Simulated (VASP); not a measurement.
Wanted: the native input for a VASP 6.6.1 run.

| Property | Result |
| --- | --- |
| Task | single point |
| Functional | PBE |
| Potentials or basis | VASP PAW PBE potentials, release 64 (K_sv, F) |
| Cutoff | 520 eV |
| k mesh | 8 × 8 × 8 |
| Occupations | gaussian, width 0.02 eV |
| Spin | no spin polarisation |
| Dipole correction | no |
| Further INCAR settings | ALGO = Normal; EDIFF = 1e-07; NBANDS = 15 |

The structure of KF (Carobbiite) lies in POSCAR:

```
KF
1.0
    0.0000000000      2.6540577182      2.6540577182
    2.6540577182      0.0000000000      2.6540577182
    2.6540577182      2.6540577182      0.0000000000
K F
1 1
Direct
    0.0000000000      0.0000000000      0.0000000000
    0.5000000000      0.5000000000      0.5000000000
```

This cell differs from its parent crystal: volume scaled by 0.94.

These files were run (other wordings do the same):

INCAR

```
SYSTEM = KF
PREC = Accurate
ENCUT = 520
EDIFF = 1E-7
ISMEAR = 0
SIGMA = 0.02
LREAL = .False.
LASPH = .True.
NELM = 80
ALGO = Normal
ISIF = 2
LWAVE = .False.
LCHARG = .False.
GGA = PE
NBANDS = 15
```

KPOINTS

```
Automatic mesh
0
Gamma
  8 8 8
  0 0 0
```

Potentials or basis: VASP PAW PBE potentials, release 64 (K_sv, F).

Launch:

```bash
$ cat potpaw_PBE.64/K_sv/POTCAR potpaw_PBE.64/F/POTCAR > POTCAR
$ mpirun -np 1 vasp_std > vasp.out
```

Results of the run:

```json
{"Pressure": "2.2 GPa", "Band gap on the k mesh": "6.27 eV, direct"}
```

Wall time 25 s on 1 thread of AMD EPYC 7R43 64-Core Processor (Zen 3), with other jobs on the host, peak memory 0.13 GiB.
